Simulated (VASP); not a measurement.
# BN (Imm2) in VASP: a series of runs

Runs on BN. Level: r2SCAN. Tasks: single point.

All numbers are computed with VASP 6.6.1; they aren't measurements. Logs are shortened: lines on timing, memory, paths and dates and some standing lists are left out, and cuts for length are marked.

**1. The cell of the first run**

Symmetry: Imm2, No. 44, orthorhombic system. Conventional cell: a = 2.564 Å, b = 2.564 Å, c = 3.626 Å, α = 90.00°, β = 90.00°, γ = 90.00°. Within 1.9 Å of B (site symmetry mm2) lie 4 N at 1.37 to 1.86 Å. Within 1.9 Å of N (site symmetry mm2) lie 4 B at 1.37 to 1.86 Å.

**2. Single point, r2SCAN (all N atoms moved +0.438 Å, as atom 2 along Cartesian [0 1 0])**

POSCAR

```
BN
1.0
    0.0000000000      1.8130010000      1.8130010000
    1.8130010000      0.0000000000      1.8130010000
    1.8130010000      1.8130010000      0.0000000000
B N
1 1
Direct
    0.0000000000      0.0000000000      0.0000000000
    0.8706563041      0.6293436959      0.8706563041
```

INCAR.step1

```
PREC     = Accurate       # precision mode
ENCUT    = 520            # plane-wave cutoff, eV
ISMEAR   = 0              # smearing method
SIGMA    = 0.05           # smearing width, eV
LREAL    = F              # projectors in reciprocal space
LASPH    = T              # aspherical terms in the spheres
NELM     = 60             # most SCF steps
NBANDS   = 11             # bands
GGA      = PE             # functional
ALGO     = Normal         # electronic algorithm
EDIFF    = 1E-4           # SCF threshold, eV
LWAVE    = T              # write WAVECAR
LCHARG   = F              # write CHGCAR
```

INCAR.step2

```
PREC     = Accurate       # precision mode
ENCUT    = 520            # plane-wave cutoff, eV
EDIFF    = 1E-6           # SCF threshold, eV
ISMEAR   = 0              # smearing method
SIGMA    = 0.05           # smearing width, eV
LREAL    = F              # projectors in reciprocal space
LASPH    = T              # aspherical terms in the spheres
NELM     = 60             # most SCF steps
ALGO     = Normal         # electronic algorithm
ISIF     = 2              # what is computed and relaxed
LWAVE    = F              # write WAVECAR
LCHARG   = T              # write CHGCAR
METAGGA  = R2SCAN         # meta-GGA
LMIXTAU  = T            
LELF     = T              # ELF
LVHAR    = T            
NBANDS   = 11             # bands
ISTART   = 1
```

KPOINTS

```
Automatic mesh
0
Gamma
  12 12 12
```

Potentials or basis: VASP PAW PBE potentials, release 64 (B, N).

Run with:

```
> cat potpaw_PBE.64/B/POTCAR potpaw_PBE.64/N/POTCAR > POTCAR
> cp INCAR.step1 INCAR
> mpirun -np 1 vasp_std > vasp.out
> cp INCAR.step2 INCAR
> mpirun -np 1 vasp_std > vasp.out
```

OUTCAR:

```text
PREC = Accurate
   ENCUT = 520
   EDIFF = 1E-6
   ISMEAR = 0
   LREAL = F
   LASPH = T
   NELM = 60
   ISIF = 2
   METAGGA = R2SCAN
   ISTART = 1

 ion  position               nearest neighbor table
   1  0.000  0.000  0.000-   2 1.37   2 1.37   2 1.86   2 1.86
   2  0.871  0.629  0.871-   1 1.37   1 1.37   1 1.86   1 1.86

  LATTYP: Found a face centered cubic cell.
 ALAT       =     3.6260020000

  Lattice vectors:

 A1 = (   0.0000000000,   1.8130010000,   1.8130010000)
 A2 = (   1.8130010000,   0.0000000000,   1.8130010000)
 A3 = (   1.8130010000,   1.8130010000,   0.0000000000)

Analysis of symmetry for initial positions (statically):
=====================================================================
 Subroutine PRICEL returns:
 Original cell was already a primitive cell.

 Routine SETGRP: Setting up the symmetry group for a
 face centered cubic supercell.

 Subroutine GETGRP returns: Found  4 space group operations
 (whereof  4 operations were pure point group operations)
 out of a pool of 48 trial point group operations.

The static configuration has the point symmetry C_2v.

Analysis of symmetry for dynamics (positions and initial velocities):
=====================================================================
 Subroutine PRICEL returns:
 Original cell was already a primitive cell.

 Routine SETGRP: Setting up the symmetry group for a
 face centered cubic supercell.

 Subroutine GETGRP returns: Found  4 space group operations
 (whereof  4 operations were pure point group operations)
 out of a pool of 48 trial point group operations.

The dynamic configuration has the point symmetry C_2v.

 Subroutine INISYM returns: Found  4 space group operations
 (whereof  4 operations are pure point group operations),
 and found     1 'primitive' translations

----------------------------------------------------------------------------------------

                                     Primitive cell

  volume of cell :      11.9186

  direct lattice vectors                    reciprocal lattice vectors
     0.000000000  1.813001000  1.813001000    -0.275785838  0.275785838  0.275785838
     1.813001000  0.000000000  1.813001000     0.275785838 -0.275785838  0.275785838
     1.813001000  1.813001000  0.000000000     0.275785838  0.275785838 -0.275785838

  length of vectors
     2.563970603  2.563970603  2.563970603     0.477675083  0.477675083  0.477675083

  position of ions in fractional coordinates (direct lattice)
     0.000000000  0.000000000  0.000000000
     0.870656304  0.629343696  0.870656304

  ion indices of the primitive-cell ions
   primitive index   ion index
                 1           1
                 2           2

----------------------------------------------------------------------------------------

 KPOINTS: Automatic mesh

Automatic generation of k-mesh.
 Grid dimensions read from file:
 generate k-points for:   12   12   12

 Generating k-lattice:

  Cartesian coordinates                     Fractional coordinates (reciprocal lattice)
    -0.022982153  0.022982153  0.022982153     0.083333333  0.000000000  0.000000000
     0.022982153 -0.022982153  0.022982153     0.000000000  0.083333333  0.000000000
     0.022982153  0.022982153 -0.022982153     0.000000000  0.000000000  0.083333333

  Length of vectors
     0.039806257  0.039806257  0.039806257

  Shift w.r.t. Gamma in fractional coordinates (k-lattice)
     0.000000000  0.000000000  0.000000000

 Subroutine IBZKPT returns following result:
 ===========================================

 Found    280 irreducible k-points:

 Following reciprocal coordinates:
            Coordinates               Weight
  0.000000  0.000000  0.000000      1.000000
  0.083333  0.000000  0.000000      4.000000
  0.000000  0.083333  0.000000      4.000000
  0.166667  0.000000  0.000000      4.000000
  0.000000  0.166667  0.000000      4.000000
  0.250000  0.000000  0.000000      4.000000
[... 16 lines left out ...]
  0.250000  0.166667  0.250000      4.000000
  0.333333  0.083333  0.000000      8.000000
 [... further k-points ...]
   k-points           NKPTS =    280   k-points in BZ     NKDIM =    280   number of bands    NBANDS=     11
   number of dos      NEDOS =    301   number of ions     NIONS =      2
   total plane-waves  NPLWV =   8000
   dimension x,y,z NGX =    20 NGY =   20 NGZ =   20
   dimension x,y,z NGXF=    40 NGYF=   40 NGZF=   40
   ions per type =               1   1
   NGX,Y,Z   is equivalent  to a cutoff of  12.97, 12.97, 12.97 a.u.
   NGXF,Y,Z  is equivalent  to a cutoff of  25.94, 25.94, 25.94 a.u.
 SYSTEM =  unknown system
   PREC   = accura    normal or accurate (medium, high low for compatibility)
   ISTART =      1    job   : 0-new  1-cont  2-samecut
   ICHARG =      0    charge: 1-file 2-atom 10-const
   ISPIN  =      1    spin polarized calculation?
   LNONCOLLINEAR =      F non collinear calculations
   LSORBIT =      F    spin-orbit coupling
   LASPH  =      T    aspherical Exc in radial PAW
   ENCUT  =  520.0 eV  38.22 Ry    6.18 a.u.   4.77  4.77  4.77*2*pi/ulx,y,z
   NELM   =     60;   NELMIN=  2; NELMDL=  0     # of ELM steps
   EDIFF  = 0.1E-05   stopping-criterion for ELM
   LREAL  =      F    real-space projection
   EDIFFG = 0.1E-04   stopping-criterion for IOM
   NSW    =      0    number of steps for IOM
   IBRION =     -1    ionic relax: 0-MD 1-quasi-New 2-CG
   NFREE  =      0    steps in history (QN), initial steepest desc. (CG)
   ISIF   =      2    stress and relaxation
   ISYM   =      2    0-nonsym 1-usesym 2-fastsym
   POTIM  = 0.5000    time-step for ionic-motion
   TEBEG  =    0.0;   TEEND  =   0.0 temperature during run
   PSTRESS=    0.0 pullay stress
   NELECT =       8.0000    total number of electrons
   NUPDOWN=      -1.0000    fix difference up-down
   EMIN   =  10.00;   EMAX   =-10.00  energy-range for DOS
   EFERMI =   0.00;   METHOD = LEGACY
   ISMEAR =     0;   SIGMA  =   0.05  broadening in eV -4-tet -1-fermi 0-gaus
   EFERMI_NEDOS =   21; number of points for ismear=-14 and -15
   IALGO  =     38    algorithm
   IMIX   =      4    mixing-type and parameters
     AMIX     =   0.40;   BMIX     =  1.00
     AMIX_MAG =   1.60;   BMIX_MAG =  1.00
  volume/ion in A,a.u.               =       5.96        40.22
  Fermi-wavevector in a.u.,A,eV,Ry     =   1.433387  2.708709 27.954506  2.054598
  Thomas-Fermi vector in A             =   2.552911
   LORBIT       =      0    0 simple, 1 ext, 2 COOP (PROOUT), +10 PAW based schemes
   METAGGA = R2SCAN    functional components
   LHFCALC =     F    Hartree Fock is set to
   AEXX    =    0.0000 exact exchange contribution
   IVDW    =     0    specifies the selected vdW correction
   LEPSILON=     F    determine dielectric tensor
   LRPA    =     F    only Hartree local field effects (RPA)
 non-spin polarized calculation
 Gauss-broadening in eV      SIGMA  =   0.05
  energy-cutoff  :      520.00
  volume of cell :       11.92
 maximum number of plane-waves:       332
   NGX =  9   NGY =  9   NGZ =  9

 number of electron       8.0000000 magnetization

 Free energy of the ion-electron system (eV)
  ---------------------------------------------------
  ext. energy  EPLUGINS =         0.00000000
  ---------------------------------------------------
  free energy    TOTEN  =       -17.35234113 eV

  energy without entropy =      -17.35234113  energy(sigma->0) =      -17.35234113

 E-fermi :   8.6789     XC(G=0): -13.5563

 val. band max:        8.4379686627   @ k =  -0.0833  -0.1667  -0.0833
 cond. band min:      10.2790439416   @ k =   0.5000   0.5000   0.0000
 fundamental gap:      1.8410752789
 Fermi energy:         8.6788712671

 k-point     1 :       0.0000    0.0000    0.0000
  band No.  band energies     occupation
      1     -14.1459      2.00000
      2       2.2444      2.00000
      3       8.2444      2.00000
      4       8.2780      2.00000
      5      15.1960      0.00000
      6      17.5997      0.00000
      7      18.3236      0.00000
      8      21.9909      0.00000
      9      31.6484      0.00000
     10      32.0640      0.00000
     11      35.4552      0.00000

 k-point     2 :       0.0833    0.0000    0.0000
  band No.  band energies     occupation
      1     -13.9716      2.00000
      2       2.1634      2.00000
      3       7.0629      2.00000
      4       8.3394      2.00000
      5      15.3943      0.00000
      6      17.7451      0.00000
      7      18.6694      0.00000
      8      22.2407      0.00000
      9      31.2147      0.00000
     10      32.5498      0.00000
     11      34.0684      0.00000

 k-point     3 :       0.0000    0.0833    0.0000
  band No.  band energies     occupation
      1     -13.9846      2.00000
      2       1.8995      2.00000
      3       7.8941      2.00000
      4       8.1565      2.00000
      5      15.1894      0.00000
      6      17.5610      0.00000
      7      18.3019      0.00000
      8      22.9654      0.00000
      9      31.1937      0.00000
     10      31.3541      0.00000
     11      34.6059      0.00000

 k-point     4 :       0.1667    0.0000    0.0000
  band No.  band energies     occupation
      1     -13.4567      2.00000
      2       1.9504      2.00000
      3       4.7268      2.00000
      4       8.1713      2.00000
      5      15.3169      0.00000
      6      18.3662      0.00000
      7      19.3361      0.00000
      8      22.8393      0.00000
      9      30.7597      0.00000
     10      32.4582      0.00000
     11      32.6991      0.00000
[... 239 lines left out ...]
 k-point    22 :       0.0833    0.0000    0.2500
  band No.  band energies     occupation
      1     -12.7834      2.00000
      2       1.4189      2.00000
      3       2.8704      2.00000
      4       7.6903      2.00000
      5      15.3181      0.00000
      6      18.5955      0.00000
      7      20.3572      0.00000
      8      23.7566      0.00000
      9      28.4346      0.00000
     10      32.5896      0.00000
     11      34.1418      0.00000

 k-point    23 :       0.2500    0.1667    0.2500
  band No.  band energies     occupation
      1     -12.8393      2.00000
      2       0.0366      2.00000
      3       5.7169      2.00000
      4       6.7977      2.00000
      5      15.3500      0.00000
      6      18.3929      0.00000
      7      19.6785      0.00000
      8      24.8583      0.00000
      9      27.7943      0.00000
     10      32.9740      0.00000
     11      33.9974      0.00000

 k-point    24 :       0.3333    0.0833    0.0000
  band No.  band energies     occupation
      1     -11.8257      2.00000
      2       0.3903      2.00000
      3       1.4778      2.00000
      4       7.2258      2.00000
      5      14.6490      0.00000
      6      18.6597      0.00000
      7      20.4140      0.00000
      8      23.9690      0.00000
      9      30.2563      0.00000
     10      32.2644      0.00000
     11      35.1584      0.00000

 [... further k-points ...]

------------------------ aborting loop because EDIFF is reached ----------------------------------------

  FORCE on cell =-STRESS in cart. coord.  units (eV):
  Direction    XX          YY          ZZ          XY          YZ          ZX
  --------------------------------------------------------------------------------------
  -------------------------------------------------------------------------------------
  Total        3.5568318      2.3727320      3.5568318      0.0000000      0.0000000      0.1598699
  in kB      478.1341765    318.9592093    478.1341765      0.0000000      0.0000000     21.4908242
  external PRESSURE =     425.0758541 kB  Pullay stress =       0.0000000 kB

 VOLUME and BASIS-vectors are now :
 -----------------------------------------------------------------------------
  energy-cutoff  :      520.00
  volume of cell :       11.92
      direct lattice vectors                 reciprocal lattice vectors
     0.000000000  1.813001000  1.813001000    -0.275785838  0.275785838  0.275785838
     1.813001000  0.000000000  1.813001000     0.275785838 -0.275785838  0.275785838
     1.813001000  1.813001000  0.000000000     0.275785838  0.275785838 -0.275785838

 POSITION                                       TOTAL-FORCE (eV/Angst)
 -----------------------------------------------------------------------------------
      0.00000      0.00000      0.00000         0.000000      6.386693      0.000000
      2.71950      3.15700      2.71950        -0.000000     -6.386693     -0.000000
 -----------------------------------------------------------------------------------
    total drift:                                0.000001      0.000095      0.000001

  FREE ENERGIE OF THE ION-ELECTRON SYSTEM (eV)
  ---------------------------------------------------
  free  energy   TOTEN  =       -17.3523411320 eV

  energy  without entropy=      -17.3523411320  energy(sigma->0) =      -17.35234113
```

It took 2.1 min on 1 thread of Intel Xeon 8259CL, shared host; peak memory 0.15 GiB.

Results:

```yaml
Free_energy: -17.3523 eV
Pressure: 42.5 GPa
Largest_force: 6.387 eV/Å
Band_gap_on_the_k_mesh: 1.84 eV (least direct gap 6.44 eV)
```

Forces on the atoms (eV/Å):
```
B    0.000  6.387  0.000
N    0.000 -6.387  0.000
```

Caveat: the cell differs from its parent crystal (all N atoms moved +0.438 Å, as atom 2 along Cartesian [0 1 0]); the cell stands under pressure; the PAW data sets were made with another functional, which shifts forces and pressure a little. A k mesh can miss the band edges.

**3. Single point, r2SCAN (all N atoms moved +0.312 Å, as atom 2 along Cartesian [0 1 0])**

POSCAR: that of step 2 with these lines changed.

```diff
@@ -9,2 +9,2 @@
     0.0000000000      0.0000000000      0.0000000000
-    0.8706563041      0.6293436959      0.8706563041
+    0.8361830744      0.6638169256      0.8361830744
```

INCAR.step1

```
PREC = Accurate
ENCUT = 520
ISMEAR = 0
SIGMA = 0.05
LREAL = F
LASPH = T
NELM = 100
NBANDS = 11
GGA = PE
ALGO = Normal
EDIFF = 1E-4
LWAVE = T
LCHARG = F
```

INCAR.step2

```
PREC = Accurate
ENCUT = 520
EDIFF = 1E-6
ISMEAR = 0
SIGMA = 0.05
LREAL = F
LASPH = T
NELM = 100
ALGO = Normal
ISIF = 2
LWAVE = F
LCHARG = T
METAGGA = R2SCAN
LMIXTAU = T
LELF = T
LVHAR = T
NBANDS = 11
ISTART = 1
```

KPOINTS

```
regular mesh
0
Gamma
  12 12 12
```

Potentials or basis: VASP PAW PBE potentials, release 64 (B, N).

Run with:

```
> cat potpaw_PBE.64/B/POTCAR potpaw_PBE.64/N/POTCAR > POTCAR
> cp INCAR.step1 INCAR
> mpirun -np 1 vasp_std > vasp.out
> cp INCAR.step2 INCAR
> mpirun -np 1 vasp_std > vasp.out
```

Run time: 2.7 min. Hardware: 1 thread of Intel Xeon 8259CL, shared host; peak memory 0.15 GiB.

The run converged. Its results:

```
Free energy            : -18.1335 eV
Pressure               : 21.6 GPa
Largest force          : 5.886 eV/Å
Band gap on the k mesh : 2.52 eV (least direct gap 7.05 eV)
```

Forces in eV/Å, atoms in the order of the input:
```
B    0.000  5.886  0.000
N    0.000 -5.886  0.000
```

Stress tensor (GPa, compression positive):
```
25.00  0.00  2.46
 0.00 14.95  0.00
 2.46  0.00 25.00
```

Levels at points of the mesh, in eV from the valence-band top:
| k point | band 2 | band 3 | band 4 | band 5 | band 6 | band 7 |
| --- | --- | --- | --- | --- | --- | --- |
| (0.00, 0.00, 0.00) | -4.89 | -0.67 | -0.05 | 6.99 | 8.02 | 9.74 |
| (0.50, 0.00, 0.00) | -11.92 | -6.19 | -1.42 | 5.98 | 9.82 | 13.33 |
| (0.00, 0.50, 0.00) | -12.89 | -4.17 | -1.59 | 7.57 | 7.76 | 14.73 |
| (0.50, 0.50, 0.00) | -11.06 | -5.85 | -5.76 | 2.52 | 6.31 | 19.56 |
| (0.50, 0.00, 0.50) | -10.65 | -8.35 | -5.54 | 3.73 | 8.66 | 16.03 |

Caveat: the cell differs from its parent crystal (all N atoms moved +0.312 Å, as atom 2 along Cartesian [0 1 0]); the cell stands under pressure; the PAW data sets were made with another functional, which shifts forces and pressure a little. A k mesh can miss the band edges.

[end of part 1 of 2]
